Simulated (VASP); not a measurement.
# MgAu (Pm-3m) in VASP: a series of runs

The runs below take MgAu through single point, relaxation of cell and atoms, with LDA.

Program: VASP 6.6.1. These are calculated values, not measurements. Logs are shortened: lines on timing, memory, paths and dates and some standing lists are left out, and cuts for length are marked.

### 1 The cell of the first run

The structure is cubic, space group Pm-3m (No. 221). The conventional cell has a = 3.149 Å, b = 3.149 Å, c = 3.149 Å, α = 90.00°, β = 90.00°, γ = 90.00°. Within 3.6 Å of Mg (site symmetry m-3m) lie 8 Au at 2.73 Å and 6 Mg at 3.15 Å. Within 3.6 Å of Au (site symmetry m-3m) lie 8 Mg at 2.73 Å and 6 Au at 3.15 Å.

### 2 Single point, LDA

INCAR reads:

```
SYSTEM = MgAu
ALGO     = Normal         ! electronic algorithm
EDIFF    = 1E-7           ! SCF threshold, eV
ENCUT    = 520            ! plane-wave cutoff, eV
ISIF     = 2              ! what is computed and relaxed
ISMEAR   = -1             ! smearing method
LASPH    = .True.         ! aspherical terms in the spheres
LCHARG   = .False.        ! write CHGCAR
LREAL    = .False.        ! projectors in reciprocal space
LWAVE    = .False.        ! write WAVECAR
NBANDS   = 14             ! bands
NELM     = 100            ! most SCF steps
PREC     = Accurate       ! precision mode
SIGMA    = 0.15           ! smearing width, eV
```

KPOINTS reads:

```
k-points
0
Gamma
  14 14 14
  0 0 0
```

POSCAR reads:

```
MgAu
1.0
    3.1493331715      0.0000000000      0.0000000000
    0.0000000000      3.1493331715      0.0000000000
    0.0000000000      0.0000000000      3.1493331715
Mg Au
1 1
Direct
    0.5000000000      0.5000000000      0.5000000000
    0.0000000000      0.0000000000      0.0000000000
```

Potentials or basis: VASP PAW LDA potentials, release 64 (Mg, Au).

Run with:

```
$ cat potpaw_LDA.64/Mg/POTCAR potpaw_LDA.64/Au/POTCAR > POTCAR
$ mpirun -np 1 vasp_std > vasp.out
```

OUTCAR:

```text
SYSTEM = MgAu
   EDIFF = 1E-7
   ENCUT = 520
   ISIF = 2
   ISMEAR = -1
   LASPH = .True.
   LREAL = .False.
   NELM = 100
   PREC = Accurate

 ion  position               nearest neighbor table
   1  0.500  0.500  0.500-   2 2.73   2 2.73   2 2.73   2 2.73   2 2.73   2 2.73   2 2.73   2 2.73

   2  0.000  0.000  0.000-   1 2.73   1 2.73   1 2.73   1 2.73   1 2.73   1 2.73   1 2.73   1 2.73

  LATTYP: Found a simple cubic cell.
 ALAT       =     3.1493331715

  Lattice vectors:

 A1 = (   3.1493331715,   0.0000000000,   0.0000000000)
 A2 = (   0.0000000000,   3.1493331715,   0.0000000000)
 A3 = (   0.0000000000,   0.0000000000,   3.1493331715)

Analysis of symmetry for initial positions (statically):
=====================================================================
 Subroutine PRICEL returns:
 Original cell was already a primitive cell.

 Routine SETGRP: Setting up the symmetry group for a
 simple cubic supercell.

 Subroutine GETGRP returns: Found 48 space group operations
[... 9 lines left out ...]

 Routine SETGRP: Setting up the symmetry group for a
 simple cubic supercell.

 Subroutine GETGRP returns: Found 48 space group operations
[... 11 lines left out ...]
                                     Primitive cell

  volume of cell :      31.2360

  direct lattice vectors                    reciprocal lattice vectors
     3.149333171  0.000000000  0.000000000     0.317527535  0.000000000  0.000000000
     0.000000000  3.149333171  0.000000000     0.000000000  0.317527535  0.000000000
     0.000000000  0.000000000  3.149333171     0.000000000  0.000000000  0.317527535

  length of vectors
     3.149333171  3.149333171  3.149333171     0.317527535  0.317527535  0.317527535

  position of ions in fractional coordinates (direct lattice)
     0.500000000  0.500000000  0.500000000
     0.000000000  0.000000000  0.000000000

  ion indices of the primitive-cell ions
   primitive index   ion index
                 1           1
                 2           2

----------------------------------------------------------------------------------------

 KPOINTS: k-points

Automatic generation of k-mesh.
 Grid dimensions read from file:
 generate k-points for:   14   14   14

 Generating k-lattice:

  Cartesian coordinates                     Fractional coordinates (reciprocal lattice)
     0.022680538  0.000000000  0.000000000     0.071428571  0.000000000  0.000000000
     0.000000000  0.022680538  0.000000000     0.000000000  0.071428571  0.000000000
     0.000000000  0.000000000  0.022680538     0.000000000  0.000000000  0.071428571
[... 65 lines left out ...]
   POTIM  = 0.5000    time-step for ionic-motion
   TEBEG  =    0.0;   TEEND  =   0.0 temperature during run
   PSTRESS=    0.0 pullay stress
   NELECT =      13.0000    total number of electrons
   NUPDOWN=      -1.0000    fix difference up-down
   EMIN   =  10.00;   EMAX   =-10.00  energy-range for DOS
   EFERMI =   0.00;   METHOD = LEGACY
   ISMEAR =    -1;   SIGMA  =   0.15  broadening in eV -4-tet -1-fermi 0-gaus
   EFERMI_NEDOS =   21; number of points for ismear=-14 and -15
   IALGO  =     38    algorithm
   IMIX   =      4    mixing-type and parameters
     AMIX     =   0.40;   BMIX     =  1.00
     AMIX_MAG =   1.60;   BMIX_MAG =  1.00
  volume/ion in A,a.u.               =      15.62       105.40
  Fermi-wavevector in a.u.,A,eV,Ry     =   1.222280  2.309774 20.326671  1.493968
  Thomas-Fermi vector in A             =   2.357432
   LORBIT       =      0    0 simple, 1 ext, 2 COOP (PROOUT), +10 PAW based schemes
   GGA     = CA    functional components
   LHFCALC =     F    Hartree Fock is set to
   AEXX    =    0.0000 exact exchange contribution
   IVDW    =     0    specifies the selected vdW correction
   LEPSILON=     F    determine dielectric tensor
   LRPA    =     F    only Hartree local field effects (RPA)
 non-spin polarized calculation
  energy-cutoff  :      520.00
  volume of cell :       31.24
 maximum number of plane-waves:       861
 NGX is ok and might be reduce to    24
   NGX = 11   NGY = 11   NGZ = 11

 number of electron      13.0000003 magnetization

 Free energy of the ion-electron system (eV)
  ---------------------------------------------------
  ext. energy  EPLUGINS =         0.00000000
  ---------------------------------------------------
  free energy    TOTEN  =        -7.59328894 eV

  energy without entropy =       -7.55613459  energy(sigma->0) =       -7.57471177

 E-fermi :   7.8660     XC(G=0): -11.7734

 val. band max:        7.8457474288   @ k =   0.3571   0.3571   0.0000
 cond. band min:       7.9033815407   @ k =   0.4286   0.3571   0.2143
 fundamental gap:      0.0576341118
 Fermi energy:         7.8660373817

 k-point     1 :       0.0000    0.0000    0.0000
  band No.  band energies     occupation
      1      -2.0564      2.00000
      2       1.4215      2.00000
      3       1.4215      2.00000
      4       3.5634      2.00000
      5       3.5634      2.00000
      6       3.5634      2.00000
      7      13.5373      0.00000
      8      13.5373      0.00000
      9      13.5373      0.00000
     10      17.2884      0.00000
     11      17.2884      0.00000
     12      19.4219      0.00000
     13      25.8482      0.00000
     14      25.8482      0.00000
[... 377 lines left out ...]
      1       0.4115      2.00000
      2       1.7739      2.00000
      3       2.2949      2.00000
      4       2.9140      2.00000
      5       3.2402      2.00000
      6       3.3063      2.00000
      7       7.5863      1.73166
      8      11.9275      0.00000
      9      15.5940      0.00000
     10      17.1435      0.00000
     11      19.4035      0.00000
     12      21.6357      0.00000
     13      22.2171      0.00000
     14      23.8773      0.00000

 [... further k-points ...]

------------------------ aborting loop because EDIFF is reached ----------------------------------------

  FORCE on cell =-STRESS in cart. coord.  units (eV):
  Direction    XX          YY          ZZ          XY          YZ          ZX
  --------------------------------------------------------------------------------------
  -------------------------------------------------------------------------------------
  Total        1.4889490      1.4889490      1.4889490      0.0000000      0.0000000      0.0000000
  in kB       76.3720759     76.3720759     76.3720759      0.0000000      0.0000000      0.0000000
  external PRESSURE =      76.3720759 kB  Pullay stress =       0.0000000 kB

 VOLUME and BASIS-vectors are now :
 -----------------------------------------------------------------------------
  energy-cutoff  :      520.00
  volume of cell :       31.24
      direct lattice vectors                 reciprocal lattice vectors
     3.149333171  0.000000000  0.000000000     0.317527535  0.000000000  0.000000000
     0.000000000  3.149333171  0.000000000     0.000000000  0.317527535  0.000000000
     0.000000000  0.000000000  3.149333171     0.000000000  0.000000000  0.317527535

 POSITION                                       TOTAL-FORCE (eV/Angst)
 -----------------------------------------------------------------------------------
      1.57467      1.57467      1.57467         0.000000      0.000000      0.000000
      0.00000      0.00000      0.00000         0.000000      0.000000      0.000000
 -----------------------------------------------------------------------------------
    total drift:                                0.000000      0.000000      0.000000

  FREE ENERGIE OF THE ION-ELECTRON SYSTEM (eV)
  ---------------------------------------------------
  free  energy   TOTEN  =        -7.5932889446 eV

  energy  without entropy=       -7.5561345863  energy(sigma->0) =       -7.57471177
```

OSZICAR:

```text
N       E                     dE             d eps       ncg     rms          rms(c)
DAV:   1     0.514947739934E+02    0.51495E+02   -0.57693E+03  3432   0.786E+02
DAV:   2    -0.726071635382E+01   -0.58755E+02   -0.54754E+02  4038   0.171E+02
DAV:   3    -0.829493414052E+01   -0.10342E+01   -0.10325E+01  4200   0.216E+01
DAV:   4    -0.829833657799E+01   -0.34024E-02   -0.34023E-02  4050   0.148E+00
DAV:   5    -0.829836506300E+01   -0.28485E-04   -0.28484E-04  4278   0.137E-01    0.681E+00
DAV:   6    -0.764012925255E+01    0.65824E+00   -0.25635E+00  3918   0.127E+01    0.329E+00
DAV:   7    -0.760973039937E+01    0.30399E-01   -0.23359E-02  3852   0.142E+00    0.184E+00
DAV:   8    -0.759330352476E+01    0.16427E-01   -0.50597E-03  4056   0.451E-01    0.956E-02
DAV:   9    -0.759328917883E+01    0.14346E-04   -0.13265E-04  4158   0.722E-02    0.404E-02
DAV:  10    -0.759328901897E+01    0.15986E-06   -0.44306E-06  4182   0.192E-02    0.404E-03
DAV:  11    -0.759328894462E+01    0.74353E-07   -0.71229E-08  3312   0.226E-03
   1 F= -.75932889E+01 E0= -.75747118E+01  d E =-.371544E-01
```

Run time: 18 s. Hardware: 1 thread of Intel Xeon Platinum 8488C (Sapphire Rapids), shared host; peak memory 0.17 GiB.

Results:

* Free energy: -7.5933 eV
* Pressure: 7.6 GPa

Levels at points of the mesh, in eV from the Fermi level:
```
           k point  band 4  band 5  band 6  band 7  band 8  band 9
(0.00, 0.00, 0.00)   -4.30   -4.30   -4.30    5.67    5.67    5.67
(0.50, 0.00, 0.00)   -5.14   -4.67   -4.19   -2.56    7.48    8.90
(0.50, 0.50, 0.00)   -5.02   -3.43   -1.58   -1.58   -0.41    4.63
(0.50, 0.50, 0.50)   -3.38   -3.38    1.89    1.89    1.89    3.17
```

Caveat: spin-orbit coupling is left out, which moves the levels of the heavy elements.

### 3 Single point, LDA (volume scaled by 0.98)

INCAR reads:

```
SYSTEM = MgAu
  ALGO = Normal
  EDIFF = 1E-6
  ENCUT = 520
  ISIF = 2
  ISMEAR = -1
  LASPH = .TRUE.
  LCHARG = .TRUE.
  LELF = .TRUE.
  LREAL = .FALSE.
  LVHAR = .TRUE.
  LWAVE = .FALSE.
  NBANDS = 14
  NELM = 100
  PREC = Accurate
  SIGMA = 0.15
```

KPOINTS reads:

```
k-points
0
G
  14 14 14
  0 0 0
```

POSCAR reads:

```
MgAu
1.0
    3.1983332489      0.0000000000      0.0000000000
    0.0000000000      3.1983332489      0.0000000000
    0.0000000000      0.0000000000      3.1983332489
Mg Au
1 1
Direct
    0.5000000000      0.5000000000      0.5000000000
    0.0000000000      0.0000000000      0.0000000000
```

Potentials or basis: VASP PAW LDA potentials, release 64 (Mg, Au).

Run with:

```
$ cat potpaw_LDA.64/Mg/POTCAR potpaw_LDA.64/Au/POTCAR > POTCAR
$ mpirun -np 1 vasp_std > vasp.out
```

Run time: 19 s. Hardware: 1 thread of Intel Xeon Platinum 8488C (Sapphire Rapids), shared host; peak memory 0.18 GiB.

The run converged. Its results:

```yaml
Free_energy: -7.6364 eV
Pressure: 1.8 GPa
```

Levels at points of the mesh, in eV from the Fermi level:
```csv
k point,band 3,band 4,band 5,band 6,band 7,band 8,band 9,band 10
"(0.00, 0.00, 0.00)",-6.14,-4.18,-4.18,-4.18,5.54,5.54,5.54,9.23
"(0.50, 0.00, 0.00)",-4.95,-4.95,-4.48,-4.07,-2.55,7.52,8.73,8.73
"(0.50, 0.50, 0.00)",-4.83,-4.83,-3.37,-1.45,-1.45,-0.49,4.33,11.77
"(0.50, 0.50, 0.50)",-6.23,-3.32,-3.32,1.94,1.94,1.94,2.88,5.03
```

Caveat: the cell differs from its parent crystal (volume scaled by 0.98); spin-orbit coupling is left out, which moves the levels of the heavy elements.

### 4 Relaxation of cell and atoms, LDA, target pressure 8 GPa, at which the enthalpy is minimised

This run uses another cell than the first one, of 16.69 Å³/atom, 1.069 times its volume.

INCAR reads:

```
PREC = Accurate ; ENCUT = 600
EDIFF = 1E-7 ; ISMEAR = -1
SIGMA = 0.15 ; LREAL = False
LASPH = True ; NELM = 60
ALGO = Normal ; ISIF = 3
LWAVE = False ; LCHARG = False
IBRION = 2 ; NSW = 80
EDIFFG = -0.001 ; PSTRESS = 80.0
```

KPOINTS reads:

```
regular mesh
0
Gamma
  14 14 14
```

POSCAR reads:

```
MgAu
1.0
    3.2199442642      0.0000000000      0.0000000000
    0.0000000000      3.2199442642      0.0000000000
    0.0000000000      0.0000000000      3.2199442642
Mg Au
1 1
Direct
    0.5000000000      0.5000000000      0.5000000000
    0.0000000000      0.0000000000      0.0000000000
```

Run with:

```
$ cat potpaw_LDA.64/Mg/POTCAR potpaw_LDA.64/Au/POTCAR > POTCAR
$ mpirun -np 1 vasp_std > vasp.out
```

It took 2.1 min on 1 thread of Intel Xeon Platinum 8488C (Sapphire Rapids), shared host; peak memory 0.2 GiB.

Results (log left out):

| Property | Result |
| --- | --- |
| Free energy | -7.5903 eV |
| Relaxed volume | 15.59 Å³/atom |
| Relaxed cell | a = 3.147 Å, b = 3.147 Å, c = 3.147 Å, α = 90.00°, β = 90.00°, γ = 90.00° |
| Space group after relaxing (to 0.05 Å) | Pm-3m (No. 221) |
| Energy change on relaxing (the enthalpy is what falls) | +24.7 meV/atom |
| Ionic steps | 6 |
| Pressure after relaxing | 8.0 GPa |

Step by step:
```csv
step,energy change (eV),largest force (eV/Å),pressure (GPa),volume (Å³)
1,0.0000,0.0000,-0.32,33.38
2,0.1908,0.0000,17.64,29.37
3,0.0484,0.0000,7.91,31.19
4,0.0505,0.0000,8.10,31.15
5,0.0485,0.0000,7.93,31.19
6,0.0493,0.0000,8.00,31.17
```

Final structure:
```
Mg Au
1.0
     3.14716    0.00000    0.00000
     0.00000    3.14716    0.00000
     0.00000    0.00000    3.14716
Mg Au
1 1
Direct
  0.50000 0.50000 0.50000
  0.00000 0.00000 0.00000
```

Levels at points of the mesh, in eV from the Fermi level:
| k point | band 3 | band 4 | band 5 | band 6 | band 7 | band 8 | band 9 | band 10 |
| --- | --- | --- | --- | --- | --- | --- | --- | --- |
| (0.00, 0.00, 0.00) | -6.46 | -4.31 | -4.31 | -4.31 | 5.68 | 5.68 | 5.68 | 9.43 |
| (0.50, 0.00, 0.00) | -5.15 | -5.15 | -4.68 | -4.20 | -2.56 | 7.48 | 8.90 | 8.90 |
| (0.50, 0.50, 0.00) | -5.03 | -5.03 | -3.44 | -1.59 | -1.59 | -0.40 | 4.65 | 12.11 |
| (0.50, 0.50, 0.50) | -6.53 | -3.38 | -3.38 | 1.89 | 1.89 | 1.89 | 3.19 | 5.29 |

Caveat: the cell is relaxed towards a set pressure, so the enthalpy falls and the energy may rise; spin-orbit coupling is left out, which moves the levels of the heavy elements. LDA usually gives volumes a few per cent too small.

### 5 The runs side by side

```csv
task,cell,cutoff (eV),gap on the mesh (eV),pressure (GPa)
single point,"a = 3.149 Å, 2 atoms",520,none,7.6
single point,"a = 3.198 Å, 2 atoms",520,none,1.8
relaxation of cell and atoms,"relaxed to 8 GPa from a = 3.220 Å, 2 atoms",600,none,8.0
```

Alike in all rows: level LDA; potentials or basis VASP PAW LDA potentials, release 64 (Mg, Au); no spin polarisation; k mesh 14 × 14 × 14; smearing fermi-dirac 0.15 eV.

Caveats: spin-orbit coupling is left out, which moves the levels of the heavy elements; the cell is relaxed towards a set pressure, so the enthalpy falls and the energy may rise (some runs).

Total energies depend on the potentials used, so only differences within one code and one set of settings carry meaning.
